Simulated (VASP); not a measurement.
# Cu (Fm-3m) in VASP: notebook

The runs below take Cu through single point, relaxation of cell and atoms, with LDA.

All numbers are computed with VASP 6.6.1; they aren't measurements. Logs are shortened: lines on timing, memory, paths and dates and some standing lists are left out, and cuts for length are marked.

### 1 The cell of the first run

It takes space group Fm-3m (No. 225, cubic). The conventional cell has a = 3.520 Å, b = 3.520 Å, c = 3.520 Å, α = 90.00°, β = 90.00°, γ = 90.00°. Within 3.3 Å of Cu (site symmetry m-3m) lie 12 Cu at 2.49 Å.

### 2 Single point, LDA

The input, INCAR:

```
SYSTEM = Cu
PREC = Accurate ; ENCUT = 520
EDIFF = 1E-7 ; ISMEAR = 0
SIGMA = 0.1 ; LREAL = .FALSE.
LASPH = .TRUE. ; NELM = 60
ALGO = Fast ; ISIF = 2
LWAVE = .FALSE. ; LCHARG = .FALSE.
GGA = CA ; NBANDS = 12
```

The input, KPOINTS:

```
Automatic mesh
0
G
  10 10 10
  0 0 0
```

The input, POSCAR:

```
Cu
1.0
    0.0000000000      1.7598111927      1.7598111927
    1.7598111927      0.0000000000      1.7598111927
    1.7598111927      1.7598111927      0.0000000000
Cu
1
Direct
    0.0000000000      0.0000000000      0.0000000000
```

Potentials or basis: VASP PAW LDA potentials, release 64 (Cu).

On the command line:

```bash
> cat potpaw_LDA.64/Cu/POTCAR > POTCAR
> mpirun -np 1 vasp_std > vasp.out
```

OUTCAR:

```text
SYSTEM = Cu
   PREC = Accurate
   ENCUT = 520
   EDIFF = 1E-7
   ISMEAR = 0
   LREAL = .FALSE.
   LASPH = .TRUE.
   NELM = 60
   ISIF = 2
   GGA = CA

 ion  position               nearest neighbor table
   1  0.000  0.000  0.000-

  LATTYP: Found a face centered cubic cell.
 ALAT       =     3.5196223854

  Lattice vectors:

 A1 = (   0.0000000000,   1.7598111927,   1.7598111927)
 A2 = (   1.7598111927,   0.0000000000,   1.7598111927)
 A3 = (   1.7598111927,   1.7598111927,   0.0000000000)

Analysis of symmetry for initial positions (statically):
=====================================================================
 Subroutine PRICEL returns:
 Original cell was already a primitive cell.

 Routine SETGRP: Setting up the symmetry group for a
 face centered cubic supercell.

 Subroutine GETGRP returns: Found 48 space group operations
 (whereof 48 operations were pure point group operations)
 out of a pool of 48 trial point group operations.

The static configuration has the point symmetry O_h .

Analysis of symmetry for dynamics (positions and initial velocities):
=====================================================================
 Subroutine PRICEL returns:
 Original cell was already a primitive cell.

 Routine SETGRP: Setting up the symmetry group for a
 face centered cubic supercell.

 Subroutine GETGRP returns: Found 48 space group operations
 (whereof 48 operations were pure point group operations)
 out of a pool of 48 trial point group operations.

The dynamic configuration has the point symmetry O_h .

 Subroutine INISYM returns: Found 48 space group operations
 (whereof 48 operations are pure point group operations),
 and found     1 'primitive' translations

----------------------------------------------------------------------------------------

                                     Primitive cell

  volume of cell :      10.9000

  direct lattice vectors                    reciprocal lattice vectors
     0.000000000  1.759811193  1.759811193    -0.284121389  0.284121389  0.284121389
     1.759811193  0.000000000  1.759811193     0.284121389 -0.284121389  0.284121389
     1.759811193  1.759811193  0.000000000     0.284121389  0.284121389 -0.284121389

  length of vectors
     2.488748856  2.488748856  2.488748856     0.492112681  0.492112681  0.492112681

  position of ions in fractional coordinates (direct lattice)
     0.000000000  0.000000000  0.000000000

  ion indices of the primitive-cell ions
   primitive index   ion index
                 1           1

----------------------------------------------------------------------------------------

 KPOINTS: Automatic mesh

Automatic generation of k-mesh.
 Grid dimensions read from file:
 generate k-points for:   10   10   10

 Generating k-lattice:

  Cartesian coordinates                     Fractional coordinates (reciprocal lattice)
    -0.028412139  0.028412139  0.028412139     0.100000000  0.000000000  0.000000000
     0.028412139 -0.028412139  0.028412139     0.000000000  0.100000000  0.000000000
     0.028412139  0.028412139 -0.028412139     0.000000000  0.000000000  0.100000000

  Length of vectors
     0.049211268  0.049211268  0.049211268

  Shift w.r.t. Gamma in fractional coordinates (k-lattice)
     0.000000000  0.000000000  0.000000000

 Subroutine IBZKPT returns following result:
 ===========================================

 Found     47 irreducible k-points:

 Following reciprocal coordinates:
            Coordinates               Weight
  0.000000  0.000000  0.000000      1.000000
  0.100000  0.000000  0.000000      8.000000
  0.200000  0.000000  0.000000      8.000000
  0.300000  0.000000  0.000000      8.000000
  0.400000  0.000000  0.000000      8.000000
  0.500000  0.000000  0.000000      4.000000
[... 16 lines left out ...]
  0.300000  0.300000  0.000000      6.000000
  0.400000  0.300000  0.000000     24.000000
 [... further k-points ...]
   k-points           NKPTS =     47   k-points in BZ     NKDIM =     47   number of bands    NBANDS=     12
   number of dos      NEDOS =    301   number of ions     NIONS =      1
   total plane-waves  NPLWV =   8000
   dimension x,y,z NGX =    20 NGY =   20 NGZ =   20
   dimension x,y,z NGXF=    40 NGYF=   40 NGZF=   40
   ions per type =               1
   NGX,Y,Z   is equivalent  to a cutoff of  13.36, 13.36, 13.36 a.u.
   NGXF,Y,Z  is equivalent  to a cutoff of  26.72, 26.72, 26.72 a.u.
 SYSTEM =  Cu
   PREC   = accura    normal or accurate (medium, high low for compatibility)
   ISTART =      0    job   : 0-new  1-cont  2-samecut
   ICHARG =      2    charge: 1-file 2-atom 10-const
   ISPIN  =      1    spin polarized calculation?
   LNONCOLLINEAR =      F non collinear calculations
   LSORBIT =      F    spin-orbit coupling
   LASPH  =      T    aspherical Exc in radial PAW
   ENCUT  =  520.0 eV  38.22 Ry    6.18 a.u.   4.63  4.63  4.63*2*pi/ulx,y,z
   NELM   =     60;   NELMIN=  2; NELMDL= -5     # of ELM steps
   EDIFF  = 0.1E-06   stopping-criterion for ELM
   LREAL  =      F    real-space projection
   EDIFFG = 0.1E-05   stopping-criterion for IOM
   NSW    =      0    number of steps for IOM
   IBRION =     -1    ionic relax: 0-MD 1-quasi-New 2-CG
   NFREE  =      0    steps in history (QN), initial steepest desc. (CG)
   ISIF   =      2    stress and relaxation
   ISYM   =      2    0-nonsym 1-usesym 2-fastsym
   POTIM  = 0.5000    time-step for ionic-motion
   TEBEG  =    0.0;   TEEND  =   0.0 temperature during run
   PSTRESS=    0.0 pullay stress
   NELECT =      11.0000    total number of electrons
   NUPDOWN=      -1.0000    fix difference up-down
   EMIN   =  10.00;   EMAX   =-10.00  energy-range for DOS
   EFERMI =   0.00;   METHOD = LEGACY
   ISMEAR =     0;   SIGMA  =   0.10  broadening in eV -4-tet -1-fermi 0-gaus
   EFERMI_NEDOS =   21; number of points for ismear=-14 and -15
   IALGO  =     68    algorithm
   IMIX   =      4    mixing-type and parameters
     AMIX     =   0.40;   BMIX     =  1.00
     AMIX_MAG =   1.60;   BMIX_MAG =  1.00
  volume/ion in A,a.u.               =      10.90        73.56
  Fermi-wavevector in a.u.,A,eV,Ry     =   1.642088  3.103096 36.687452  2.696452
  Thomas-Fermi vector in A             =   2.732449
   LORBIT       =      0    0 simple, 1 ext, 2 COOP (PROOUT), +10 PAW based schemes
   GGA     = CA    functional components
   LHFCALC =     F    Hartree Fock is set to
   AEXX    =    0.0000 exact exchange contribution
   IVDW    =     0    specifies the selected vdW correction
   LEPSILON=     F    determine dielectric tensor
   LRPA    =     F    only Hartree local field effects (RPA)
 non-spin polarized calculation
 RMM-DIIS sequential band-by-band and
 Gauss-broadening in eV      SIGMA  =   0.10
  energy-cutoff  :      520.00
  volume of cell :       10.90
 maximum number of plane-waves:       303
   NGX =  9   NGY =  9   NGZ =  9

 number of electron      10.9999999 magnetization

 Free energy of the ion-electron system (eV)
  ---------------------------------------------------
  ext. energy  EPLUGINS =         0.00000000
  ---------------------------------------------------
  free energy    TOTEN  =        -4.69349521 eV

  energy without entropy =       -4.68996792  energy(sigma->0) =       -4.69173156

 E-fermi :   8.2569     XC(G=0): -13.5793

 val. band max:        8.2060932362   @ k =   0.5000   0.1000   0.0000
 cond. band min:       8.5177034538   @ k =   0.5000   0.3000   0.1000
 fundamental gap:      0.3116102176
 Fermi energy:         8.2569473117

 k-point     1 :       0.0000    0.0000    0.0000
  band No.  band energies     occupation
      1      -1.5885      2.00000
      2       5.0472      2.00000
      3       5.0472      2.00000
      4       5.0472      2.00000
      5       5.9957      2.00000
      6       5.9957      2.00000
      7      31.7000      0.00000
      8      34.8122      0.00000
      9      34.8122      0.00000
     10      34.8122      0.00000
     11      37.4263      0.00000
     12      37.4263      0.00000

 k-point     2 :       0.1000    0.0000    0.0000
  band No.  band energies     occupation
      1      -1.2049      2.00000
      2       4.9630      2.00000
      3       5.1200      2.00000
      4       5.1200      2.00000
      5       5.9692      2.00000
      6       5.9692      2.00000
      7      29.3580      0.00000
      8      32.6452      0.00000
      9      33.9108      0.00000
     10      33.9108      0.00000
     11      38.8023      0.00000
     12      38.8188      0.00000

 k-point     3 :       0.2000    0.0000    0.0000
  band No.  band energies     occupation
      1      -0.1081      2.00000
      2       4.7950      2.00000
      3       5.2302      2.00000
      4       5.2302      2.00000
      5       5.9915      2.00000
      6       5.9915      2.00000
      7      24.0873      0.00000
      8      32.0733      0.00000
      9      32.7897      0.00000
     10      32.7897      0.00000
     11      39.2925      0.00000
     12      39.3335      0.00000

 k-point     4 :       0.3000    0.0000    0.0000
  band No.  band energies     occupation
      1       1.4327      2.00000
      2       4.8540      2.00000
      3       5.1824      2.00000
      4       5.1824      2.00000
      5       6.2265      2.00000
      6       6.2265      2.00000
      7      19.0600      0.00000
      8      31.2443      0.00000
      9      32.0434      0.00000
     10      32.0434      0.00000
     11      37.0120      0.00000
     12      37.0120      0.00000

 k-point     5 :       0.4000    0.0000    0.0000
  band No.  band energies     occupation
      1       2.5467      2.00000
      2       5.0660      2.00000
      3       5.0660      2.00000
      4       5.8940      2.00000
      5       6.5150      2.00000
      6       6.5150      2.00000
      7      14.7705      0.00000
      8      30.4786      0.00000
      9      31.6700      0.00000
     10      31.6700      0.00000
     11      35.2757      0.00000
     12      35.2757      0.00000
[... 228 lines left out ...]
      1       3.1957      2.00000
      2       4.6236      2.00000
      3       4.7466      2.00000
      4       5.5001      2.00000
      5       6.1070      2.00000
      6       8.0731      1.99070
      7      17.0588      0.00000
      8      21.7207      0.00000
      9      30.0161      0.00000
     10      31.0236      0.00000
     11      39.5053      0.00000
     12      39.6240      0.00000

 k-point    22 :      -0.2000    0.2000    0.0000
  band No.  band energies     occupation
      1       2.0037      2.00000
      2       4.4842      2.00000
      3       5.0292      2.00000
      4       5.6063      2.00000
      5       5.7037      2.00000
      6       6.9768      2.00000
      7      21.3607      0.00000
      8      22.2518      0.00000
      9      32.7769      0.00000
     10      32.8339      0.00000
     11      37.4693      0.00000
     12      39.5392      0.00000

 k-point    23 :       0.3000    0.3000    0.0000
  band No.  band energies     occupation
      1       2.1967      2.00000
      2       3.9914      2.00000
      3       5.6828      2.00000
      4       6.0729      2.00000
      5       6.0729      2.00000
      6       6.4029      2.00000
      7      24.6911      0.00000
      8      24.8803      0.00000
      9      24.8803      0.00000
     10      27.7014      0.00000
     11      31.0422      0.00000
     12      49.0000      0.00000

 k-point    24 :       0.4000    0.3000    0.0000
  band No.  band energies     occupation
      1       2.9093      2.00000
      2       3.8387      2.00000
      3       5.6485      2.00000
      4       6.1444      2.00000
      5       6.6030      2.00000
      6       7.2552      2.00000
      7      21.1157      0.00000
      8      22.0685      0.00000
      9      24.0185      0.00000
     10      28.3837      0.00000
     11      32.4412      0.00000
     12      47.5712      0.00000

 [... further k-points ...]

------------------------ aborting loop because EDIFF is reached ----------------------------------------

  FORCE on cell =-STRESS in cart. coord.  units (eV):
  Direction    XX          YY          ZZ          XY          YZ          ZX
  --------------------------------------------------------------------------------------
  -------------------------------------------------------------------------------------
  Total        0.0666760      0.0666760      0.0666760     -0.0000000     -0.0000000     -0.0000000
  in kB        9.8005892      9.8005892      9.8005892     -0.0000000     -0.0000000     -0.0000000
  external PRESSURE =       9.8005892 kB  Pullay stress =       0.0000000 kB

 VOLUME and BASIS-vectors are now :
 -----------------------------------------------------------------------------
  energy-cutoff  :      520.00
  volume of cell :       10.90
      direct lattice vectors                 reciprocal lattice vectors
     0.000000000  1.759811193  1.759811193    -0.284121389  0.284121389  0.284121389
     1.759811193  0.000000000  1.759811193     0.284121389 -0.284121389  0.284121389
     1.759811193  1.759811193  0.000000000     0.284121389  0.284121389 -0.284121389

 POSITION                                       TOTAL-FORCE (eV/Angst)
 -----------------------------------------------------------------------------------
      0.00000      0.00000      0.00000         0.000000      0.000000      0.000000
 -----------------------------------------------------------------------------------
    total drift:                                0.000000      0.000000      0.000000

  FREE ENERGIE OF THE ION-ELECTRON SYSTEM (eV)
  ---------------------------------------------------
  free  energy   TOTEN  =        -4.6934952126 eV

  energy  without entropy=       -4.6899679163  energy(sigma->0) =       -4.69173156
```

Wall time 8.4 s (1 thread of Intel Xeon 6975P-C, shared host); peak memory 0.12 GiB.

What came out:

```yaml
Free_energy: -4.6935 eV
Pressure: 1.0 GPa
```

### 3 Single point, LDA

The input, INCAR:

```
  ALGO = Normal
  EDIFF = 1E-7
  ENCUT = 520
  GGA = CA
  ISIF = 2
  ISMEAR = 0
  LASPH = T
  LCHARG = F
  LREAL = F
  LWAVE = F
  NBANDS = 12
  NELM = 60
  PREC = Accurate
  SIGMA = 0.1
```

The input, KPOINTS:

```
k-points
0
Gamma
  18 18 18
```

The input, POSCAR:

```
Cu
1.0
    0.0000000000      1.7592131594      1.7592131594
    1.7592131594      0.0000000000      1.7592131594
    1.7592131594      1.7592131594      0.0000000000
Cu
1
Direct
    0.0000000000      0.0000000000      0.0000000000
```

Potentials or basis: VASP PAW LDA potentials, release 64 (Cu).

On the command line:

```bash
> cat potpaw_LDA.64/Cu/POTCAR > POTCAR
> mpirun -np 1 vasp_std > vasp.out
```

Wall time 22 s (1 thread of Intel Xeon 6975P-C, shared host); peak memory 0.14 GiB.

The run converged. Its results:

| Property | Result |
| --- | --- |
| Free energy | -4.7081 eV |
| Pressure | 0.9 GPa |

Levels at points of the mesh, in eV from the Fermi level:
```tsv
k point	band 3	band 4	band 5	band 6	band 7	band 8	band 9	band 10
(0.00, 0.00, 0.00)	-3.30	-3.30	-2.35	-2.35	23.35	26.47	26.47	26.47
(0.50, 0.00, 0.00)	-3.33	-1.71	-1.71	-1.19	4.18	21.83	23.23	23.23
(0.50, 0.50, 0.00)	-1.72	-1.55	-1.55	1.46	7.73	13.67	13.67	18.53
```

### 4 Single point, LDA

The input, INCAR:

```
SYSTEM = Cu
  ALGO = Normal
  EDIFF = 1E-6
  ENCUT = 520
  ISIF = 2
  ISMEAR = -1
  LASPH = .TRUE.
  LCHARG = .FALSE.
  LREAL = .FALSE.
  LWAVE = .FALSE.
  NBANDS = 12
  NELM = 60
  PREC = Accurate
  SIGMA = 0.15
```

The input, KPOINTS:

```
k-points
0
G
  20 20 20
  0 0 0
```

POSCAR is that of step 3.

On the command line:

```bash
> cat potpaw_LDA.64/Cu/POTCAR > POTCAR
> mpirun -np 1 vasp_std > vasp.out
```

Wall time 24 s (1 thread of Intel Xeon 6975P-C, shared host); peak memory 0.14 GiB.

Results (log left out):

```yaml
Free_energy: -4.7185 eV
Pressure: 0.9 GPa
```

Levels at points of the mesh, in eV from the Fermi level:
```csv
k point,band 2,band 3,band 4,band 5,band 6,band 7,band 8,band 9,band 10,band 11
"(0.00, 0.00, 0.00)",-3.35,-3.35,-3.35,-2.41,-2.41,23.30,26.42,26.42,26.42,29.04
"(0.50, 0.00, 0.00)",-3.39,-3.39,-1.76,-1.76,-1.24,4.13,21.78,23.19,23.19,26.26
"(0.50, 0.50, 0.00)",-4.94,-1.78,-1.60,-1.60,1.41,7.68,13.63,13.63,18.48,21.63
```

(Part 1 of 2 ends here.)
